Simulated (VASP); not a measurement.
# In (I4/mmm) in VASP: further runs, part 2 of 2

VASP 6.6.1.

**5. Single point, PBE (strain -0.015 along x and y, +0.030 along z)**

Input file INCAR:

```
PREC = Accurate
ENCUT = 520
EDIFF = 1E-7
ISMEAR = 0
SIGMA = 0.15
LREAL = False
LASPH = True
NELM = 80
ALGO = Fast
ISIF = 2
LWAVE = False
LCHARG = True
GGA = PE
LELF = True
LVHAR = True
NBANDS = 12
```

Input file KPOINTS:

```
Automatic mesh
0
Gamma
  20 20 20
```

Input file POSCAR:

```
In
1.0
   -1.6017577500      1.6017577500      2.5481685000
    1.6017577500     -1.6017577500      2.5481685000
    1.6017577500      1.6017577500     -2.5481685000
In
1
Direct
    0.0000000000      0.0000000000      0.0000000000
```

Potentials or basis: VASP PAW PBE potentials, release 64 (In_d).

On the command line:

```console
> cat potpaw_PBE.64/In_d/POTCAR > POTCAR
> mpirun -np 1 vasp_std > vasp.out
```

OUTCAR:

```text
PREC = Accurate
   ENCUT = 520
   EDIFF = 1E-7
   ISMEAR = 0
   LREAL = False
   LASPH = True
   NELM = 80
   ISIF = 2
   GGA = PE

 ion  position               nearest neighbor table
   1  0.000  0.000  0.000-

  LATTYP: Found a body centered tetragonal cell.
 ALAT       =     3.2035155000
 C/A-ratio  =     1.5908576063

  Lattice vectors:

 A1 = (  -1.6017577500,   1.6017577500,   2.5481685000)
 A2 = (   1.6017577500,  -1.6017577500,   2.5481685000)
 A3 = (   1.6017577500,   1.6017577500,  -2.5481685000)

Analysis of symmetry for initial positions (statically):
=====================================================================
 Subroutine PRICEL returns:
 Original cell was already a primitive cell.

 Routine SETGRP: Setting up the symmetry group for a
 body centered tetragonal supercell.

 Subroutine GETGRP returns: Found 16 space group operations
 (whereof 16 operations were pure point group operations)
 out of a pool of 16 trial point group operations.

The static configuration has the point symmetry D_4h.

Analysis of symmetry for dynamics (positions and initial velocities):
=====================================================================
[... 171 lines left out ...]
      5      -6.8650      2.00000
      6      -2.0214      2.00000
      7      18.0821      0.00000
      8      18.0821      0.00000
      9      18.2878      0.00000
     10      19.1984      0.00000
     11      21.5073      0.00000
     12      21.6695      0.00000
[... 331 lines left out ...]
 k-point    24 :      -0.3500    0.0500    0.0000
  band No.  band energies     occupation
      1      -7.1597      2.00000
      2      -7.1476      2.00000
      3      -7.0193      2.00000
      4      -6.8746      2.00000
      5      -6.8331      2.00000
      6       0.5721      2.00000
      7       8.1018      0.00000
      8      14.7428      0.00000
      9      17.0005      0.00000
     10      18.8487      0.00000
     11      19.2765      0.00000
     12      21.6285      0.00000

 [... further k-points ...]

------------------------ aborting loop because EDIFF is reached ----------------------------------------

  FORCE on cell =-STRESS in cart. coord.  units (eV):
  Direction    XX          YY          ZZ          XY          YZ          ZX
  --------------------------------------------------------------------------------------
  -------------------------------------------------------------------------------------
  Total        0.3349666      0.3349666      0.3049319      0.0000000     -0.0000000      0.0000000
  in kB       20.5225010     20.5225010     18.6823532      0.0000000     -0.0000000      0.0000000
  external PRESSURE =      19.9091184 kB  Pullay stress =       0.0000000 kB

 VOLUME and BASIS-vectors are now :
 -----------------------------------------------------------------------------
  energy-cutoff  :      520.00
  volume of cell :       26.15
      direct lattice vectors                 reciprocal lattice vectors
    -1.601757750  1.601757750  2.548168500     0.000000000  0.312157066  0.196219363
     1.601757750 -1.601757750  2.548168500     0.312157066  0.000000000  0.196219363
     1.601757750  1.601757750 -2.548168500     0.312157066  0.312157066  0.000000000

 POSITION                                       TOTAL-FORCE (eV/Angst)
 -----------------------------------------------------------------------------------
      0.00000      0.00000      0.00000         0.000000     -0.000000      0.000000
 -----------------------------------------------------------------------------------
    total drift:                                0.000000     -0.000000     -0.000000

  FREE ENERGIE OF THE ION-ELECTRON SYSTEM (eV)
  ---------------------------------------------------
  free  energy   TOTEN  =        -2.5524422925 eV

  energy  without entropy=       -2.5472253217  energy(sigma->0) =       -2.54983381
```

stdout:

```text
POSCAR found type information on POSCAR In
 POSCAR found :  1 types and       1 ions
 scaLAPACK will be used
 LDA part: xc-table for (Slater+PW92), standard interpolation
 POSCAR, INCAR and KPOINTS ok, starting setup
 FFT: planning ... GRIDC
 FFT: planning ... GRID_SOFT
 FFT: planning ... GRID
 WAVECAR not read
 entering main loop
WARNING in EDDRMM: call to ZHEGV failed, returncode =   8  4     11
WARNING in EDDRMM: call to ZHEGV failed, returncode =   6  3     11
WARNING in EDDRMM: call to ZHEGV failed, returncode =   6  3     11
WARNING in EDDRMM: call to ZHEGV failed, returncode =   6  3     10
WARNING in EDDRMM: call to ZHEGV failed, returncode =   8  4     11
WARNING in EDDRMM: call to ZHEGV failed, returncode =   6  3     11
WARNING in EDDRMM: call to ZHEGV failed, returncode =   8  4     11
WARNING in EDDRMM: call to ZHEGV failed, returncode =   6  3     11
WARNING in EDDRMM: call to ZHEGV failed, returncode =   8  4     10
WARNING in EDDRMM: call to ZHEGV failed, returncode =   6  3     10
WARNING in EDDRMM: call to ZHEGV failed, returncode =   8  4      9
WARNING in EDDRMM: call to ZHEGV failed, returncode =   6  3     12
WARNING in EDDRMM: call to ZHEGV failed, returncode =   8  4     11
WARNING in EDDRMM: call to ZHEGV failed, returncode =   8  4     11
```

Run time: 3.9 min. Hardware: 1 thread of Intel Xeon Platinum 8259CL at 2.50GHz (Skylake/Cascade Lake), shared host; peak memory 0.31 GiB.

Results:

| Item | Value |
| --- | --- |
| Free energy | -2.5524 eV |
| Pressure | 2.0 GPa |
| Band gap on the k mesh | zero (an odd number of electrons rules out a gap without spin polarisation) |

Caveat: the cell differs from its parent crystal (strain -0.015 along x and y, +0.030 along z); spin-orbit coupling is left out, which moves the levels of the heavy elements.

**6. Single point, PBE (strain +0.000 along x and y, +0.015 along z)**

Input file INCAR:

```
SYSTEM = In
PREC     = Accurate       ! precision mode
ENCUT    = 520            ! plane-wave cutoff, eV
EDIFF    = 1E-6           ! SCF threshold, eV
ISMEAR   = 0              ! smearing method
SIGMA    = 0.15           ! smearing width, eV
LREAL    = .FALSE.        ! projectors in reciprocal space
LASPH    = .TRUE.         ! aspherical terms in the spheres
NELM     = 80             ! most SCF steps
ALGO     = Fast           ! electronic algorithm
ISIF     = 2              ! what is computed and relaxed
LWAVE    = .FALSE.        ! write WAVECAR
LCHARG   = .FALSE.        ! write CHGCAR
GGA      = PE             ! functional
NBANDS   = 12             ! bands
```

Input file KPOINTS:

```
Automatic mesh
0
G
  20 20 20
  0 0 0
```

Input file POSCAR:

```
In
1.0
   -1.6261500000      1.6261500000      2.5110592500
    1.6261500000     -1.6261500000      2.5110592500
    1.6261500000      1.6261500000     -2.5110592500
In
1
Direct
    0.0000000000      0.0000000000      0.0000000000
```

Potentials or basis: VASP PAW PBE potentials, release 64 (In_d).

On the command line:

```console
> cat potpaw_PBE.64/In_d/POTCAR > POTCAR
> mpirun -np 1 vasp_std > vasp.out
```

OUTCAR:

```text
SYSTEM = In
   PREC = Accurate
   ENCUT = 520
   EDIFF = 1E-6
   ISMEAR = 0
   LREAL = .FALSE.
   LASPH = .TRUE.
   NELM = 80
   ISIF = 2
   GGA = PE

 ion  position               nearest neighbor table
   1  0.000  0.000  0.000-

  LATTYP: Found a body centered tetragonal cell.
 ALAT       =     3.2523000000
 C/A-ratio  =     1.5441744304

  Lattice vectors:

 A1 = (  -1.6261500000,   1.6261500000,   2.5110592500)
 A2 = (   1.6261500000,  -1.6261500000,   2.5110592500)
 A3 = (   1.6261500000,   1.6261500000,  -2.5110592500)

Analysis of symmetry for initial positions (statically):
=====================================================================
 Subroutine PRICEL returns:
 Original cell was already a primitive cell.

 Routine SETGRP: Setting up the symmetry group for a
 body centered tetragonal supercell.

 Subroutine GETGRP returns: Found 16 space group operations
 (whereof 16 operations were pure point group operations)
 out of a pool of 16 trial point group operations.

The static configuration has the point symmetry D_4h.

Analysis of symmetry for dynamics (positions and initial velocities):
=====================================================================
 Subroutine PRICEL returns:
 Original cell was already a primitive cell.

 Routine SETGRP: Setting up the symmetry group for a
 body centered tetragonal supercell.

 Subroutine GETGRP returns: Found 16 space group operations
 (whereof 16 operations were pure point group operations)
 out of a pool of 16 trial point group operations.

The dynamic configuration has the point symmetry D_4h.

 Subroutine INISYM returns: Found 16 space group operations
 (whereof 16 operations are pure point group operations),
 and found     1 'primitive' translations

----------------------------------------------------------------------------------------

                                     Primitive cell

  volume of cell :      26.5606

  direct lattice vectors                    reciprocal lattice vectors
    -1.626150000  1.626150000  2.511059250     0.000000000  0.307474710  0.199119157
[... 115 lines left out ...]
 non-spin polarized calculation
 RMM-DIIS sequential band-by-band and
 Gauss-broadening in eV      SIGMA  =   0.15
  energy-cutoff  :      520.00
  volume of cell :       26.56
 maximum number of plane-waves:       734
 NGX is ok and might be reduce to    28
   NGX = 13   NGY = 13   NGZ = 13

 number of electron      13.0000004 magnetization

 Free energy of the ion-electron system (eV)
  ---------------------------------------------------
  ext. energy  EPLUGINS =         0.00000000
  ---------------------------------------------------
  free energy    TOTEN  =        -2.55762193 eV

  energy without entropy =       -2.55207072  energy(sigma->0) =       -2.55484633

 E-fermi :   7.3543     XC(G=0): -10.1809

 val. band max:        7.3406422180   @ k =  -0.4000  -0.4000   0.3500
 cond. band min:       7.3544439193   @ k =   0.5000   0.3000   0.0000
 fundamental gap:      0.0138017012
 Fermi energy:         7.3543182958

 k-point     1 :       0.0000    0.0000    0.0000
  band No.  band energies     occupation
      1      -7.3511      2.00000
      2      -7.2281      2.00000
      3      -7.2281      2.00000
      4      -7.1698      2.00000
      5      -7.0486      2.00000
      6      -2.0885      2.00000
      7      17.7584      0.00000
      8      17.7584      0.00000
      9      17.9424      0.00000
     10      18.9234      0.00000
     11      21.1843      0.00000
     12      21.3451      0.00000
[... 331 lines left out ...]
 k-point    24 :      -0.3500    0.0500    0.0000
  band No.  band energies     occupation
      1      -7.3078      2.00000
      2      -7.2864      2.00000
      3      -7.1934      2.00000
      4      -7.0391      2.00000
      5      -6.9993      2.00000
      6       0.4538      2.00000
      7       7.9140      0.00000
      8      14.7519      0.00000
      9      16.4978      0.00000
     10      18.5178      0.00000
     11      19.4177      0.00000
     12      21.0589      0.00000

 [... further k-points ...]

------------------------ aborting loop because EDIFF is reached ----------------------------------------

  FORCE on cell =-STRESS in cart. coord.  units (eV):
  Direction    XX          YY          ZZ          XY          YZ          ZX
  --------------------------------------------------------------------------------------
  -------------------------------------------------------------------------------------
  Total        0.2355212      0.2355212      0.1777427      0.0000000      0.0000000      0.0000000
  in kB       14.2070038     14.2070038     10.7217147      0.0000000      0.0000000      0.0000000
  external PRESSURE =      13.0452408 kB  Pullay stress =       0.0000000 kB

 VOLUME and BASIS-vectors are now :
 -----------------------------------------------------------------------------
  energy-cutoff  :      520.00
  volume of cell :       26.56
      direct lattice vectors                 reciprocal lattice vectors
    -1.626150000  1.626150000  2.511059250     0.000000000  0.307474710  0.199119157
     1.626150000 -1.626150000  2.511059250     0.307474710  0.000000000  0.199119157
     1.626150000  1.626150000 -2.511059250     0.307474710  0.307474710  0.000000000

 POSITION                                       TOTAL-FORCE (eV/Angst)
 -----------------------------------------------------------------------------------
      0.00000      0.00000      0.00000         0.000000      0.000000      0.000000
 -----------------------------------------------------------------------------------
    total drift:                               -0.000000     -0.000000     -0.000000

  FREE ENERGIE OF THE ION-ELECTRON SYSTEM (eV)
  ---------------------------------------------------
  free  energy   TOTEN  =        -2.5576219317 eV

  energy  without entropy=       -2.5520707245  energy(sigma->0) =       -2.55484633
```

OSZICAR:

```text
N       E                     dE             d eps       ncg     rms          rms(c)
DAV:   1     0.783723119220E+02    0.78372E+02   -0.62648E+03 15572   0.136E+03
DAV:   2     0.121537647164E+01   -0.77157E+02   -0.75158E+02 16096   0.291E+02
DAV:   3    -0.249661032825E+01   -0.37120E+01   -0.36998E+01 18348   0.644E+01
DAV:   4    -0.258031221588E+01   -0.83702E-01   -0.83677E-01 19516   0.970E+00
DAV:   5    -0.258410027246E+01   -0.37881E-02   -0.37879E-02 21384   0.181E+00    0.223E+00
RMM:   6    -0.256191767578E+01    0.22183E-01   -0.28734E-02 18895   0.266E+00    0.119E+00
RMM:   7    -0.255768796436E+01    0.42297E-02   -0.11630E-02 18249   0.140E+00    0.253E-01
RMM:   8    -0.255754461219E+01    0.14335E-03   -0.16412E-03 20454   0.643E-01    0.542E-02
RMM:   9    -0.255760849060E+01   -0.63878E-04   -0.56070E-04 23519   0.259E-01    0.554E-02
RMM:  10    -0.255761538001E+01   -0.68894E-05   -0.16304E-04 21197   0.231E-01    0.697E-03
RMM:  11    -0.255762099614E+01   -0.56161E-05   -0.77449E-05 25214   0.927E-02    0.138E-02
RMM:  12    -0.255762266324E+01   -0.16671E-05   -0.12640E-05 20963   0.404E-02    0.355E-02
RMM:  13    -0.255762193168E+01    0.73156E-06   -0.30293E-06 16080   0.280E-02
   1 F= -.25576219E+01 E0= -.25548463E+01  d E =-.555121E-02
```

Wall time 3.5 min (1 thread of Intel Xeon Platinum 8259CL at 2.50GHz (Skylake/Cascade Lake), shared host); peak memory 0.31 GiB.

What came out:

| Property | Result |
| --- | --- |
| Free energy | -2.5576 eV |
| Pressure | 1.3 GPa |
| Band gap on the k mesh | zero (an odd number of electrons rules out a gap without spin polarisation) |

Levels at points of the mesh, in eV from the Fermi level:
```csv
k point,band 2,band 3,band 4,band 5,band 6,band 7,band 8,band 9,band 10,band 11
"(0.00, 0.00, 0.00)",-14.58,-14.58,-14.52,-14.40,-9.44,10.40,10.40,10.59,11.57,13.83
"(0.50, 0.00, 0.00)",-14.67,-14.57,-14.33,-14.29,-4.29,-3.31,7.25,9.19,11.08,11.16
"(0.50, 0.50, 0.00)",-14.75,-14.33,-14.32,-14.22,-1.86,-1.60,3.40,3.92,6.88,7.25
"(0.50, 0.50, 0.50)",-14.74,-14.31,-14.29,-14.29,-3.11,-2.70,4.83,4.83,8.24,8.27
```

Caveat: the cell differs from its parent crystal (strain +0.000 along x and y, +0.015 along z); spin-orbit coupling is left out, which moves the levels of the heavy elements.

**7. Single point, PBE (strain +0.000 along x and y, +0.030 along z)**

Input file INCAR:

```
SYSTEM = In
PREC = Accurate ; ENCUT = 520
EDIFF = 1E-7 ; ISMEAR = 0
SIGMA = 0.15 ; LREAL = .FALSE.
LASPH = .TRUE. ; NELM = 80
ALGO = Fast ; ISIF = 2
LWAVE = .FALSE. ; LCHARG = .TRUE.
GGA = PE ; LELF = .TRUE.
LVHAR = .TRUE. ; NBANDS = 12
```

KPOINTS is that of step 6.

Input file POSCAR:

```
In
1.0
   -1.6261500000      1.6261500000      2.5481685000
    1.6261500000     -1.6261500000      2.5481685000
    1.6261500000      1.6261500000     -2.5481685000
In
1
Direct
    0.0000000000      0.0000000000      0.0000000000
```

On the command line:

```console
> cat potpaw_PBE.64/In_d/POTCAR > POTCAR
> mpirun -np 1 vasp_std > vasp.out
```

It took 4.5 min on 1 thread of Intel Xeon Platinum 8259CL at 2.50GHz (Skylake/Cascade Lake), shared host; peak memory 0.32 GiB.

The run converged. Its results:

```yaml
Free_energy: -2.5599 eV
Pressure: 0.7 GPa
Band_gap_on_the_k_mesh: zero (an odd number of electrons rules out a gap without spin polarisation)
```

Stress tensor (GPa, compression positive):
```
0.80 0.00 0.00
0.00 0.80 0.00
0.00 0.00 0.57
```

Levels at points of the mesh, in eV from the Fermi level:
| k point | band 4 | band 5 | band 6 | band 7 | band 8 | band 9 |
| --- | --- | --- | --- | --- | --- | --- |
| (0.00, 0.00, 0.00) | -14.52 | -14.38 | -9.34 | 10.28 | 10.28 | 10.46 |
| (0.50, 0.00, 0.00) | -14.33 | -14.28 | -4.27 | -3.23 | 6.99 | 9.24 |
| (0.50, 0.50, 0.00) | -14.32 | -14.20 | -1.76 | -1.54 | 3.29 | 3.90 |
| (0.50, 0.50, 0.50) | -14.28 | -14.28 | -3.27 | -2.71 | 4.94 | 4.94 |

Caveat: the cell differs from its parent crystal (strain +0.000 along x and y, +0.030 along z); spin-orbit coupling is left out, which moves the levels of the heavy elements.

**8. Overview**

```csv
cell,further INCAR settings,gap on the mesh (eV),pressure (GPa)
"a = 3.331 Å, angles 123.5, 123.5, 84.1°, 1 atom",ALGO = Fast; EDIFF = 1e-06; NBANDS = 12,none,5.2
"a = 3.354 Å, angles 123.0, 123.0, 85.0°, 1 atom",ALGO = Fast; EDIFF = 1e-06; NBANDS = 12,none,3.5
"a = 3.382 Å, angles 123.5, 123.5, 84.1°, 1 atom",ALGO = Fast; EDIFF = 1e-06; NBANDS = 12,none,2.7
"a = 3.409 Å, angles 124.0, 124.0, 83.3°, 1 atom",ALGO = Fast; EDIFF = 1e-07; NBANDS = 12,none,2.0
"a = 3.405 Å, angles 122.9, 122.9, 85.0°, 1 atom",ALGO = Fast; EDIFF = 1e-06; NBANDS = 12,none,1.3
"a = 3.432 Å, angles 123.4, 123.4, 84.1°, 1 atom",ALGO = Fast; EDIFF = 1e-07; NBANDS = 12,none,0.7
```

Alike in all rows: task single point; level PBE; potentials or basis VASP PAW PBE potentials, release 64 (In_d); no spin polarisation; k mesh 20 × 20 × 20; cutoff (eV) 520; smearing gaussian 0.15 eV.

Caveats: spin-orbit coupling is left out, which moves the levels of the heavy elements; the cell stands under pressure (at least some runs).

Absolute energies hang on the potentials; compare differences alone.
